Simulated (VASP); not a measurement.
# Te2Mo in VASP: relaxation of the atoms with PBEsol

Aim: the relaxation of the atoms of Te2Mo with PBEsol.

Program: VASP 6.6.1. These are calculated values, not measurements. Logs are shortened: lines on timing, memory, paths and dates and some standing lists are left out, and cuts for length are marked.

### 1 The cell of the first run

The cell holds a slab with vacuum, 9 atoms: a = 3.494 Å, b = 3.494 Å, c = 32.619 Å, α = 90.00°, β = 90.00°, γ = 120.00°.

### 2 Relaxation of the atoms, PBEsol

INCAR

```
SYSTEM = Te2Mo
  ALGO = Normal
  DIPOL = 0.5 0.5 0.500
  EDIFF = 1E-6
  EDIFFG = -0.02
  ENCUT = 520
  GGA = PS
  IBRION = 2
  IDIPOL = 3
  ISIF = 2
  ISMEAR = 0
  KPAR = 2
  LASPH = .True.
  LCHARG = .False.
  LDIPOL = .True.
  LREAL = .False.
  LWAVE = .False.
  NELM = 80
  NSW = 80
  PREC = Accurate
  SIGMA = 0.05
```

KPOINTS

```
k-points
0
Gamma
  9 9 1
  0 0 0
```

POSCAR

```
Te2Mo
1.0
    3.4939942499      0.0000000000      0.0000000000
   -1.7469971250      3.0258877811      0.0000000000
    0.0000000000      0.0000000000     32.6191517305
Te Mo
6 3
Direct
    0.6666666667      0.3333333333      0.2299262734
    0.6666666667      0.3333333333      0.3406162454
    0.3333333333      0.6666666667      0.4446550140
    0.3333333333      0.6666666667      0.5553449860
    0.6666666667      0.3333333333      0.6593837546
    0.6666666667      0.3333333333      0.7700737266
    0.3333333333      0.6666666667      0.2852712594
    0.6666666667      0.3333333333      0.5000000000
    0.3333333333      0.6666666667      0.7147287406
```

Potentials or basis: VASP PAW PBE potentials, release 64 (Te, Mo_sv).

The run is started by

```console
cat potpaw_PBE.64/Te/POTCAR potpaw_PBE.64/Mo_sv/POTCAR > POTCAR
mpirun -np 2 vasp_std > vasp.out
```

OUTCAR:

```text
SYSTEM = Te2Mo
   EDIFF = 1E-6
   EDIFFG = -0.02
   ENCUT = 520
   GGA = PS
   IBRION = 2
   ISIF = 2
   ISMEAR = 0
   LASPH = .True.
   LREAL = .False.
   NELM = 80
   NSW = 80
   PREC = Accurate

 ion  position               nearest neighbor table
   1  0.667  0.333  0.230-   7 2.71   7 2.71   7 2.71   2 3.61
   2  0.667  0.333  0.341-   7 2.71   7 2.71   7 2.71   1 3.61
   3  0.333  0.667  0.445-   8 2.71   8 2.71   8 2.71   4 3.61
   4  0.333  0.667  0.555-   8 2.71   8 2.71   8 2.71   3 3.61
   5  0.667  0.333  0.659-   9 2.71   9 2.71   9 2.71   6 3.61
   6  0.667  0.333  0.770-   9 2.71   9 2.71   9 2.71   5 3.61
   7  0.333  0.667  0.285-   1 2.71   2 2.71   1 2.71   2 2.71   1 2.71   2 2.71
   8  0.667  0.333  0.500-   3 2.71   4 2.71   3 2.71   4 2.71   3 2.71   4 2.71
   9  0.333  0.667  0.715-   5 2.71   6 2.71   5 2.71   6 2.71   5 2.71   6 2.71

  LATTYP: Found a hexagonal cell.
 ALAT       =     3.4939942499
 C/A-ratio  =     9.3357771643

  Lattice vectors:

 A1 = (   3.4939942499,   0.0000000000,   0.0000000000)
 A2 = (  -1.7469971250,   3.0258877811,   0.0000000000)
 A3 = (   0.0000000000,   0.0000000000,  32.6191517305)

Analysis of symmetry for initial positions (statically):
=====================================================================
 Subroutine PRICEL returns:
 Original cell was already a primitive cell.

 Routine SETGRP: Setting up the symmetry group for a
 hexagonal supercell.

 Subroutine GETGRP returns: Found 12 space group operations
 (whereof 12 operations were pure point group operations)
 out of a pool of 24 trial point group operations.

The static configuration has the point symmetry D_3h.

Analysis of symmetry for dynamics (positions and initial velocities):
=====================================================================
 Subroutine PRICEL returns:
 Original cell was already a primitive cell.

 Routine SETGRP: Setting up the symmetry group for a
 hexagonal supercell.

 Subroutine GETGRP returns: Found 12 space group operations
 (whereof 12 operations were pure point group operations)
 out of a pool of 24 trial point group operations.

The dynamic configuration has the point symmetry D_3h.

 Subroutine INISYM returns: Found 12 space group operations
 (whereof 12 operations are pure point group operations),
 and found     1 'primitive' translations

----------------------------------------------------------------------------------------

                                     Primitive cell

  volume of cell :     344.8638

  direct lattice vectors                    reciprocal lattice vectors
     3.493994250  0.000000000  0.000000000     0.286205394  0.165240761  0.000000000
    -1.746997125  3.025887781  0.000000000     0.000000000  0.330481522  0.000000000
     0.000000000  0.000000000 32.619151731     0.000000000  0.000000000  0.030656836

  length of vectors
     3.493994250  3.493994250 32.619151731     0.330481522  0.330481522  0.030656836

  position of ions in fractional coordinates (direct lattice)
     0.666666667  0.333333333  0.229926273
     0.666666667  0.333333333  0.340616245
     0.333333333  0.666666667  0.444655014
     0.333333333  0.666666667  0.555344986
     0.666666667  0.333333333  0.659383755
     0.666666667  0.333333333  0.770073727
     0.333333333  0.666666667  0.285271259
     0.666666667  0.333333333  0.500000000
     0.333333333  0.666666667  0.714728741

  ion indices of the primitive-cell ions
   primitive index   ion index
                 1           1
                 2           2
                 3           3
                 4           4
                 5           5
                 6           6
                 7           7
                 8           8
                 9           9

----------------------------------------------------------------------------------------

 KPOINTS: k-points

Automatic generation of k-mesh.
 Grid dimensions read from file:
 generate k-points for:    9    9    1

 Generating k-lattice:

  Cartesian coordinates                     Fractional coordinates (reciprocal lattice)
     0.031800599  0.018360085  0.000000000     0.111111111  0.000000000  0.000000000
     0.000000000  0.036720169  0.000000000     0.000000000  0.111111111  0.000000000
     0.000000000  0.000000000  0.030656836     0.000000000  0.000000000  1.000000000

  Length of vectors
     0.036720169  0.036720169  0.030656836

  Shift w.r.t. Gamma in fractional coordinates (k-lattice)
     0.000000000  0.000000000  0.000000000

 Subroutine IBZKPT returns following result:
 ===========================================

 Found     12 irreducible k-points:

 Following reciprocal coordinates:
            Coordinates               Weight
  0.000000  0.000000  0.000000      1.000000
  0.111111  0.000000  0.000000      6.000000
  0.222222  0.000000  0.000000      6.000000
  0.333333  0.000000  0.000000      6.000000
  0.444444  0.000000  0.000000      6.000000
  0.111111  0.111111  0.000000      6.000000
  0.222222  0.111111  0.000000     12.000000
  0.333333  0.111111  0.000000     12.000000
  0.444444  0.111111  0.000000      6.000000
  0.222222  0.222222  0.000000      6.000000
  0.333333  0.222222  0.000000     12.000000
  0.333333  0.333333  0.000000      2.000000
   k-points           NKPTS =     12   k-points in BZ     NKDIM =     12   number of bands    NBANDS=     46
   number of dos      NEDOS =    301   number of ions     NIONS =      9
   total plane-waves  NPLWV = 196000
   dimension x,y,z NGX =    28 NGY =   28 NGZ =  250
   dimension x,y,z NGXF=    56 NGYF=   56 NGZF=  500
   ions per type =               6   3
   NGX,Y,Z   is equivalent  to a cutoff of  13.32, 13.32, 12.74 a.u.
   NGXF,Y,Z  is equivalent  to a cutoff of  26.65, 26.65, 25.48 a.u.
 SYSTEM =  Te2Mo
   PREC   = accura    normal or accurate (medium, high low for compatibility)
   ISTART =      0    job   : 0-new  1-cont  2-samecut
   ICHARG =      2    charge: 1-file 2-atom 10-const
   ISPIN  =      1    spin polarized calculation?
   LNONCOLLINEAR =      F non collinear calculations
   LSORBIT =      F    spin-orbit coupling
   LASPH  =      T    aspherical Exc in radial PAW
   ENCUT  =  520.0 eV  38.22 Ry    6.18 a.u.   6.50  6.50 60.65*2*pi/ulx,y,z
   NELM   =     80;   NELMIN=  2; NELMDL= -5     # of ELM steps
   EDIFF  = 0.1E-05   stopping-criterion for ELM
   LREAL  =      F    real-space projection
   EDIFFG = -.2E-01   stopping-criterion for IOM
   NSW    =     80    number of steps for IOM
   IBRION =      2    ionic relax: 0-MD 1-quasi-New 2-CG
   NFREE  =      1    steps in history (QN), initial steepest desc. (CG)
   ISIF   =      2    stress and relaxation
   ISYM   =      2    0-nonsym 1-usesym 2-fastsym
   POTIM  = 0.5000    time-step for ionic-motion
   TEBEG  =    0.0;   TEEND  =   0.0 temperature during run
   PSTRESS=    0.0 pullay stress
   NELECT =      78.0000    total number of electrons
   NUPDOWN=      -1.0000    fix difference up-down
   EMIN   =  10.00;   EMAX   =-10.00  energy-range for DOS
   EFERMI =   0.00;   METHOD = LEGACY
   ISMEAR =     0;   SIGMA  =   0.05  broadening in eV -4-tet -1-fermi 0-gaus
   EFERMI_NEDOS =   21; number of points for ismear=-14 and -15
   IALGO  =     38    algorithm
   IMIX   =      4    mixing-type and parameters
     AMIX     =   0.40;   BMIX     =  1.00
     AMIX_MAG =   1.60;   BMIX_MAG =  1.00
  volume/ion in A,a.u.               =      38.32       258.58
  Fermi-wavevector in a.u.,A,eV,Ry     =   0.997448  1.884904 13.536484  0.994903
  Thomas-Fermi vector in A             =   2.129605
   LORBIT       =      0    0 simple, 1 ext, 2 COOP (PROOUT), +10 PAW based schemes
   GGA     = PS    functional components
   LHFCALC =     F    Hartree Fock is set to
   AEXX    =    0.0000 exact exchange contribution
   IVDW    =     0    specifies the selected vdW correction
   LEPSILON=     F    determine dielectric tensor
   LRPA    =     F    only Hartree local field effects (RPA)
 conjugate gradient relaxation of ions
 non-spin polarized calculation
 Gauss-broadening in eV      SIGMA  =   0.05
  energy-cutoff  :      520.00
  volume of cell :      344.86
 maximum number of plane-waves:      9385
 NGX is ok and might be reduce to    28
   NGX = 13   NGY = 13   NGZ =121

--------------------------------------- Ionic step        1  -------------------------------------------

 number of electron      77.9999999 magnetization

 Free energy of the ion-electron system (eV)
  ---------------------------------------------------
  ext. energy  EPLUGINS =         0.00000000
  ---------------------------------------------------
  free energy    TOTEN  =       -59.01105670 eV

  energy without entropy =      -59.01105670  energy(sigma->0) =      -59.01105670

------------------------ aborting loop because EDIFF is reached ----------------------------------------

  FORCE on cell =-STRESS in cart. coord.  units (eV):
  Direction    XX          YY          ZZ          XY          YZ          ZX
  --------------------------------------------------------------------------------------
  -------------------------------------------------------------------------------------
  Total        0.0044472      0.0044472      0.1043515     -0.0000000      0.0000000     -0.0000000
  in kB        0.0206611      0.0206611      0.4847991     -0.0000000      0.0000000     -0.0000000
  external PRESSURE =       0.1753738 kB  Pullay stress =       0.0000000 kB
[... 71 lines left out ...]
  energy  without entropy=      -59.0112224814  energy(sigma->0) =      -59.01122248

--------------------------------------- Ionic step        3  -------------------------------------------

 number of electron      77.9999999 magnetization

 dipolmoment           0.000000      0.000000      0.000000 electrons x Angstroem

 Free energy of the ion-electron system (eV)
  ---------------------------------------------------
  ext. energy  EPLUGINS =         0.00000000
  ---------------------------------------------------
  free energy    TOTEN  =       -59.01125426 eV

  energy without entropy =      -59.01125426  energy(sigma->0) =      -59.01125426

 E-fermi :   3.7808     XC(G=0):  -7.1716

 val. band max:        3.4844046193   @ k =   0.0000   0.0000   0.0000
 cond. band min:       4.4180615754   @ k =   0.2222   0.2222   0.0000
 fundamental gap:      0.9336569561
 Fermi energy:         3.7807881974

 k-point     1 :       0.0000    0.0000    0.0000
  band No.  band energies     occupation
      1     -57.1476      2.00000
      2     -57.1437      2.00000
      3     -57.1437      2.00000
      4     -31.3588      2.00000
      5     -31.3561      2.00000
      6     -31.3561      2.00000
[... 577 lines left out ...]
     45       5.5543      0.00000
     46       5.9855      0.00000

------------------------ aborting loop because EDIFF is reached ----------------------------------------

 vacuum level on the upper side and lower side of the slab       (xc-potential included)        -0.146        -0.146

  FORCE on cell =-STRESS in cart. coord.  units (eV):
  Direction    XX          YY          ZZ          XY          YZ          ZX
  --------------------------------------------------------------------------------------
  -------------------------------------------------------------------------------------
  Total       -0.0270240     -0.0270240      0.0162816      0.0000000     -0.0000000      0.0000000
  in kB       -0.1255487     -0.1255487      0.0756413      0.0000000     -0.0000000      0.0000000
  external PRESSURE =      -0.0584854 kB  Pullay stress =       0.0000000 kB

 VOLUME and BASIS-vectors are now :
 -----------------------------------------------------------------------------
  energy-cutoff  :      520.00
  volume of cell :      344.86
      direct lattice vectors                 reciprocal lattice vectors
     3.493994250  0.000000000  0.000000000     0.286205394  0.165240761  0.000000000
    -1.746997125  3.025887781  0.000000000     0.000000000  0.330481522  0.000000000
     0.000000000  0.000000000 32.619151731     0.000000000  0.000000000  0.030656836
[... 15 lines left out ...]
  FREE ENERGIE OF THE ION-ELECTRON SYSTEM (eV)
  ---------------------------------------------------
  free  energy   TOTEN  =       -59.0112542566 eV

  energy  without entropy=      -59.0112542566  energy(sigma->0) =      -59.01125426

 reached required accuracy - stopping structural energy minimisation

 vacuum level on the upper side and lower side of the slab         8.185         8.185
```

Run time: 5.8 min. Hardware: 2 MPI ranks of Intel Xeon Platinum 8259CL at 2.50GHz (Skylake/Cascade Lake), shared host; peak memory 0.54 GiB.

What came out:

```yaml
Free_energy: -59.0113 eV
Energy_gained_by_relaxing: 0.0 meV/atom
Ionic_steps: 3
Largest_force_after_relaxing: 0.017 eV/Å
Band_gap_on_the_k_mesh: 0.93 eV (least direct gap 1.13 eV)
```

Forces on the atoms (eV/Å):
```
Te   0.000  0.000 -0.008
Te   0.000  0.000  0.002
Te   0.000  0.000 -0.017
Te   0.000  0.000  0.017
Te   0.000  0.000 -0.002
Te   0.000  0.000  0.008
Mo   0.000  0.000  0.008
Mo   0.000  0.000  0.000
Mo   0.000  0.000 -0.008
```

The path:
```csv
step,energy change (eV),largest force (eV/Å),pressure (GPa)
1,0.0000,0.0539,0.02
2,-0.0002,0.0338,-0.02
3,-0.0002,0.0168,-0.01
```

Final structure:
```xyz
9
Lattice="3.4940 0.0000 0.0000 -1.7470 3.0259 0.0000 0.0000 0.0000 32.6192" Properties=species:S:1:pos:R:3 pbc="T T T"
Te    1.7470    1.0086    7.5006
Te    1.7470    1.0086   11.1119
Te    0.0000    2.0173   14.5032
Te    0.0000    2.0173   18.1160
Te    1.7470    1.0086   21.5072
Te    1.7470    1.0086   25.1185
Mo    0.0000    2.0173    9.3035
Mo    1.7470    1.0086   16.3096
Mo    0.0000    2.0173   23.3157
```

Levels at points of the mesh, in eV from the valence-band top:
```csv
k point,band 37,band 38,band 39,band 40,band 41,band 42
"(0.00, 0.00, 0.00)",-0.85,-0.13,0.00,3.09,3.09,3.14
```

Caveat: the PAW data sets were made with another functional, which shifts forces and pressure a little; spin-orbit coupling is left out, which moves the levels of the heavy elements.
